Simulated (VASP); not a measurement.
# Li (P6_3/mmc) in VASP: notebook

The runs below take Li through single point, molecular dynamics, with PBE+D3(BJ).

Program: VASP 6.6.1. These are calculated values, not measurements. Logs are shortened: lines on timing, memory, paths and dates and some standing lists are left out, and cuts for length are marked.

## (1) The cell of the first run

It takes space group P6_3/mmc (No. 194, hexagonal). The conventional cell has a = 3.111 Å, b = 3.111 Å, c = 5.093 Å, α = 90.00°, β = 90.00°, γ = 120.00°. Li (site symmetry -6m2) has 12 Li at 3.11 to 3.12 Å within 4.1 Å.

## (2) Single point, PBE+D3(BJ)

INCAR

```
SYSTEM = Li
PREC = Accurate ; ENCUT = 520
EDIFF = 1E-6 ; ISMEAR = 0
SIGMA = 0.1 ; LREAL = Auto
LASPH = .True. ; NELM = 100
ALGO = Normal ; ISIF = 2
LWAVE = .False. ; LCHARG = .True.
GGA = PE ; IVDW = 12
LELF = .True. ; LVHAR = .True.
ISYM = 0 ; NBANDS = 42
```

KPOINTS

```
Automatic mesh
0
Gamma
  2 2 2
  0.5 0.5 0.5
```

POSCAR

```
Li
1.0
    0.0000000000      5.3884137890      5.0930000000
   -4.6665032274     -2.6942068945      5.0930000000
    4.6665032274     -2.6942068945      5.0930000000
Li
18
Direct
    0.3055555556      0.6388888889      0.3055555556
    0.6388888889      0.6388888889      0.9722222222
    0.3055555556      0.3055555556      0.6388888889
    0.3055555556      0.9722222222      0.9722222222
    0.6388888889      0.3055555556      0.3055555556
    0.9722222222      0.6388888889      0.6388888889
    0.9722222222      0.3055555556      0.9722222222
    0.6388888889      0.9722222222      0.6388888889
    0.9722222222      0.9722222222      0.3055555556
    0.3611111111      0.6944444444      0.6944444444
    0.6944444444      0.6944444444      0.3611111111
    0.3611111111      0.3611111111      0.0277777778
    0.3611111111      0.0277777778      0.3611111111
    0.6944444444      0.3611111111      0.6944444444
    0.0277777778      0.6944444444      0.0277777778
    0.0277777778      0.3611111111      0.3611111111
    0.6944444444      0.0277777778      0.0277777778
    0.0277777778      0.0277777778      0.6944444444
```

Potentials or basis: VASP PAW PBE potentials, release 64 (Li_sv).

On the command line:

```console
$ cat potpaw_PBE.64/Li_sv/POTCAR > POTCAR
$ mpirun -np 1 vasp_std > vasp.out
```

OUTCAR:

```text
SYSTEM = Li
   PREC = Accurate
   ENCUT = 520
   EDIFF = 1E-6
   ISMEAR = 0
   LREAL = Auto
   LASPH = .True.
   NELM = 100
   ISIF = 2
   GGA = PE
   IVDW = 12
   ISYM = 0
 IVDW          = 12

 ion  position               nearest neighbor table
   1  0.306  0.639  0.306-
   2  0.639  0.639  0.972-
   3  0.306  0.306  0.639-
   4  0.306  0.972  0.972-
   5  0.639  0.306  0.306-
   6  0.972  0.639  0.639-
[... 10 lines left out ...]
  17  0.694  0.028  0.028-
  18  0.028  0.028  0.694-

IMPORTANT INFORMATION: All symmetrisations will be switched off!
NOSYMM: (Re-)initialisation of all symmetry stuff for point group C_1.

----------------------------------------------------------------------------------------

                                     Primitive cell

  volume of cell :     384.1912

  direct lattice vectors                    reciprocal lattice vectors
     0.000000000  5.388413789  5.093000000     0.000000000  0.123722248  0.065449310
    -4.666503227 -2.694206895  5.093000000    -0.107146610 -0.061861124  0.065449310
     4.666503227 -2.694206895  5.093000000     0.107146610 -0.061861124  0.065449310

  length of vectors
     7.414421903  7.414421903  7.414421903     0.139967163  0.139967163  0.139967163

  position of ions in fractional coordinates (direct lattice)
     0.305555556  0.638888889  0.305555556
     0.638888889  0.638888889  0.972222222
     0.305555556  0.305555556  0.638888889
     0.305555556  0.972222222  0.972222222
     0.638888889  0.305555556  0.305555556
     0.972222222  0.638888889  0.638888889
[... 10 lines left out ...]
     0.694444444  0.027777778  0.027777778
     0.027777778  0.027777778  0.694444444

  ion indices of the primitive-cell ions
   primitive index   ion index
                 1           1
                 2           2
                 3           3
                 4           4
                 5           5
                 6           6
[... 10 lines left out ...]
                17          17
                18          18

----------------------------------------------------------------------------------------

 KPOINTS: Automatic mesh

Automatic generation of k-mesh.
 Grid dimensions read from file:
 generate k-points for:    2    2    2

 Generating k-lattice:

  Cartesian coordinates                     Fractional coordinates (reciprocal lattice)
     0.000000000  0.061861124  0.032724655     0.500000000  0.000000000  0.000000000
    -0.053573305 -0.030930562  0.032724655     0.000000000  0.500000000 -0.000000000
     0.053573305 -0.030930562  0.032724655     0.000000000 -0.000000000  0.500000000

  Length of vectors
     0.069983582  0.069983582  0.069983582

  Shift w.r.t. Gamma in fractional coordinates (k-lattice)
     0.500000000  0.500000000  0.500000000

 Subroutine IBZKPT returns following result:
 ===========================================

 Found      4 irreducible k-points:

 Following reciprocal coordinates:
            Coordinates               Weight
  0.250000  0.250000  0.250000      2.000000
 -0.250000  0.250000  0.250000      2.000000
  0.250000 -0.250000  0.250000      2.000000
  0.250000  0.250000 -0.250000      2.000000
   k-points           NKPTS =      4   k-points in BZ     NKDIM =      4   number of bands    NBANDS=     42
   number of dos      NEDOS =    301   number of ions     NIONS =     18
   total plane-waves  NPLWV = 175616
   dimension x,y,z NGX =    56 NGY =   56 NGZ =   56
   dimension x,y,z NGXF=   112 NGYF=  112 NGZF=  112
   ions per type =              18
   NGX,Y,Z   is equivalent  to a cutoff of  12.56, 12.56, 12.56 a.u.
   NGXF,Y,Z  is equivalent  to a cutoff of  25.11, 25.11, 25.11 a.u.
 SYSTEM =  Li
   PREC   = accura    normal or accurate (medium, high low for compatibility)
   ISTART =      0    job   : 0-new  1-cont  2-samecut
   ICHARG =      2    charge: 1-file 2-atom 10-const
   ISPIN  =      1    spin polarized calculation?
   LNONCOLLINEAR =      F non collinear calculations
   LSORBIT =      F    spin-orbit coupling
   LASPH  =      T    aspherical Exc in radial PAW
   ENCUT  =  520.0 eV  38.22 Ry    6.18 a.u.  13.79 13.79 13.79*2*pi/ulx,y,z
   NELM   =    100;   NELMIN=  2; NELMDL= -5     # of ELM steps
   EDIFF  = 0.1E-05   stopping-criterion for ELM
   LREAL  =      T    real-space projection
   EDIFFG = 0.1E-04   stopping-criterion for IOM
   NSW    =      0    number of steps for IOM
   IBRION =     -1    ionic relax: 0-MD 1-quasi-New 2-CG
   NFREE  =      0    steps in history (QN), initial steepest desc. (CG)
   ISIF   =      2    stress and relaxation
   ISYM   =      0    0-nonsym 1-usesym 2-fastsym
   POTIM  = 0.5000    time-step for ionic-motion
   TEBEG  =    0.0;   TEEND  =   0.0 temperature during run
   PSTRESS=    0.0 pullay stress
   NELECT =      54.0000    total number of electrons
   NUPDOWN=      -1.0000    fix difference up-down
   EMIN   =  10.00;   EMAX   =-10.00  energy-range for DOS
   EFERMI =   0.00;   METHOD = LEGACY
   ISMEAR =     0;   SIGMA  =   0.10  broadening in eV -4-tet -1-fermi 0-gaus
   EFERMI_NEDOS =   21; number of points for ismear=-14 and -15
   IALGO  =     38    algorithm
   IMIX   =      4    mixing-type and parameters
     AMIX     =   0.40;   BMIX     =  1.00
     AMIX_MAG =   1.60;   BMIX_MAG =  1.00
  volume/ion in A,a.u.               =      21.34       144.04
  Fermi-wavevector in a.u.,A,eV,Ry     =   0.851184  1.608505  9.857621  0.724515
  Thomas-Fermi vector in A             =   1.967278
   LORBIT       =      0    0 simple, 1 ext, 2 COOP (PROOUT), +10 PAW based schemes
   GGA     = PE    functional components
   LHFCALC =     F    Hartree Fock is set to
   AEXX    =    0.0000 exact exchange contribution
   IVDW    =    12    specifies the selected vdW correction
   LEPSILON=     F    determine dielectric tensor
   LRPA    =     F    only Hartree local field effects (RPA)
 non-spin polarized calculation
 Gauss-broadening in eV      SIGMA  =   0.10
  energy-cutoff  :      520.00
  volume of cell :      384.19
 maximum number of plane-waves:     10341
   NGX = 27   NGY = 27   NGZ = 27

 number of electron      53.9999994 magnetization

 Free energy of the ion-electron system (eV)
  ---------------------------------------------------
  ext. energy  EPLUGINS =         0.00000000
  ---------------------------------------------------
  free energy    TOTEN  =       -33.57722889 eV

  energy without entropy =      -33.43781650  energy(sigma->0) =      -33.50752269

 E-fermi :   0.6743     XC(G=0):  -6.9191

 val. band max:        0.6427731250   @ k =   0.2500   0.2500  -0.2500
 cond. band min:       0.7226539425   @ k =   0.2500   0.2500  -0.2500
 fundamental gap:      0.0798808176
 Fermi energy:         0.6742654894

 k-point     1 :       0.2500    0.2500    0.2500
  band No.  band energies     occupation
      1     -46.1371      2.00000
      2     -46.1288      2.00000
      3     -46.1287      2.00000
      4     -46.1287      2.00000
      5     -46.1270      2.00000
      6     -46.1259      2.00000
[... 31 lines left out ...]
     38       2.6167      0.00000
     39       3.6860      0.00000

 k-point     2 :      -0.2500    0.2500    0.2500
  band No.  band energies     occupation
      1     -46.1357      2.00000
      2     -46.1313      2.00000
      3     -46.1294      2.00000
      4     -46.1293      2.00000
      5     -46.1280      2.00000
      6     -46.1246      2.00000
[... 31 lines left out ...]
     38       4.2336      0.00000
     39       4.2336      0.00000

 k-point     3 :       0.2500   -0.2500    0.2500
  band No.  band energies     occupation
      1     -46.1357      2.00000
      2     -46.1313      2.00000
      3     -46.1294      2.00000
      4     -46.1293      2.00000
      5     -46.1280      2.00000
      6     -46.1246      2.00000
[... 31 lines left out ...]
     38       4.2336      0.00000
     39       4.2336      0.00000

 k-point     4 :       0.2500    0.2500   -0.2500
  band No.  band energies     occupation
      1     -46.1357      2.00000
      2     -46.1313      2.00000
      3     -46.1294      2.00000
      4     -46.1293      2.00000
      5     -46.1280      2.00000
      6     -46.1246      2.00000
[... 31 lines left out ...]
     38       4.2336      0.00000
     39       4.2336      0.00000
 [bands above 39 left out]

------------------------ aborting loop because EDIFF is reached ----------------------------------------

 Edisp (eV)   -2.89009

 E8    (eV) :    -1.2049

  FORCE on cell =-STRESS in cart. coord.  units (eV):
  Direction    XX          YY          ZZ          XY          YZ          ZX
  --------------------------------------------------------------------------------------
  -------------------------------------------------------------------------------------
  Total      -2.07875    -2.07872    -9.27598     0.00005     0.00003    -0.00001
  in kB      -8.66895    -8.66882   -38.68324     0.00020     0.00013    -0.00006
  external pressure =      -18.67 kB  Pullay stress =        0.00 kB

 VOLUME and BASIS-vectors are now :
 -----------------------------------------------------------------------------
  energy-cutoff  :      520.00
  volume of cell :      384.19
      direct lattice vectors                 reciprocal lattice vectors
     0.000000000  5.388413789  5.093000000     0.000000000  0.123722248  0.065449310
    -4.666503227 -2.694206895  5.093000000    -0.107146610 -0.061861124  0.065449310
     4.666503227 -2.694206895  5.093000000     0.107146610 -0.061861124  0.065449310

 POSITION                                       TOTAL-FORCE (eV/Angst)
 -----------------------------------------------------------------------------------
     -1.55550     -0.89807      6.36625        -0.000586     -0.000349      0.002591
      1.55550     -0.89807     11.45925         0.000531     -0.000369      0.006162
      1.55550     -0.89807      6.36625         0.000685     -0.000395      0.002694
      0.00000     -3.59228     11.45925        -0.000085     -0.002384     -0.000376
      0.00000      1.79614      6.36625         0.000081      0.000659      0.002585
      0.00000      1.79614     11.45925        -0.000070      0.000609      0.006300
[... 10 lines left out ...]
      0.00000      3.59228      3.81975         0.000156      0.002402      0.000349
      3.11100     -1.79614      3.81975         0.001998     -0.001302      0.000270
 -----------------------------------------------------------------------------------
    total drift:                               -0.000131     -0.000097     -0.000175

  FREE ENERGIE OF THE ION-ELECTRON SYSTEM (eV)
  ---------------------------------------------------
  free  energy   TOTEN  =       -36.4673189481 eV

  energy  without entropy=      -36.3279065571  energy(sigma->0) =      -36.39761275
```

Run time: 76 s. Hardware: 1 thread of Intel Xeon Platinum 8259CL at 2.50GHz (Skylake/Cascade Lake), shared host; peak memory 0.38 GiB.

What came out:

* Free energy: -36.4673 eV
* Largest force: 0.006 eV/Å
* Band gap on the k mesh: zero (band 27 reaches 0.72 eV, above the bottom of band 28 at 0.21 eV)
* Dispersion energy per atom: -0.161 eV

Forces in eV/Å, atoms in the order of the input:
```
Li  -0.001  0.000  0.003
Li   0.001  0.000  0.006
Li   0.001  0.000  0.003
Li   0.000 -0.002  0.000
Li   0.000  0.001  0.003
Li   0.000  0.001  0.006
Li   0.002  0.001  0.000
Li  -0.001  0.000  0.006
Li  -0.002  0.001  0.000
Li   0.000  0.000 -0.003
Li  -0.001  0.000 -0.003
Li  -0.001  0.000 -0.006
Li   0.000  0.000 -0.006
Li   0.001  0.000 -0.003
Li  -0.002 -0.001  0.000
Li   0.000 -0.001 -0.006
Li   0.000  0.002  0.000
Li   0.002 -0.001  0.000
```

Caveat: the k points lie up to 0.44 Å⁻¹ apart; the cutoff is under 1.25 times the usual one of these potentials, so pressure, stress and relaxed cells hold a basis-set (Pulay) error; pairwise dispersion overbinds metals, which lowers pressure and volume.

## (3) Single point, PBE+D3(BJ)

INCAR

```
PREC = Accurate
ENCUT = 520
EDIFF = 1E-6
ISMEAR = -1
SIGMA = 0.05
LREAL = Auto
LASPH = T
NELM = 100
ALGO = Normal
ISIF = 2
LWAVE = F
LCHARG = F
GGA = PE
IVDW = 12
NBANDS = 42
```

KPOINTS is that of step 2.

POSCAR is that of step 2.

Potentials or basis: VASP PAW PBE potentials, release 64 (Li_sv).

On the command line:

```console
$ cat potpaw_PBE.64/Li_sv/POTCAR > POTCAR
$ mpirun -np 1 vasp_std > vasp.out
```

Wall time 43 s (1 thread of Intel Xeon Platinum 8259CL at 2.50GHz (Skylake/Cascade Lake), shared host); peak memory 0.37 GiB.

Results (log left out):

| Quantity | Value |
| --- | --- |
| Free energy | -36.5068 eV |
| Band gap on the k mesh | zero (band 27 reaches 0.72 eV, above the bottom of band 28 at 0.21 eV) |
| Dispersion energy per atom | -0.161 eV |

Forces in eV/Å, atoms in the order of the input:
```
Li   0.000  0.000  0.003
Li   0.000  0.000  0.003
Li   0.000  0.000  0.003
Li   0.000  0.000  0.003
Li   0.000  0.000  0.003
Li   0.000  0.000  0.003
Li   0.000  0.000  0.003
Li   0.000  0.000  0.003
Li   0.000  0.000  0.003
Li   0.000  0.000 -0.003
Li   0.000  0.000 -0.003
Li   0.000  0.000 -0.003
Li   0.000  0.000 -0.003
Li   0.000  0.000 -0.003
Li   0.000  0.000 -0.003
Li   0.000  0.000 -0.003
Li   0.000  0.000 -0.003
Li   0.000  0.000 -0.003
```

Levels at points of the mesh, in eV from the Fermi level:
```tsv
k point	band 24	band 25	band 26	band 27	band 28	band 29	band 30	band 31
(0.25, 0.25, 0.25)	-1.18	-1.18	-1.18	-0.46	-0.46	-0.46	1.45	1.45
```

Caveat: the k points lie up to 0.44 Å⁻¹ apart; the cutoff is under 1.25 times the usual one of these potentials, so pressure, stress and relaxed cells hold a basis-set (Pulay) error; pairwise dispersion overbinds metals, which lowers pressure and volume.

[end of part 1 of 2]
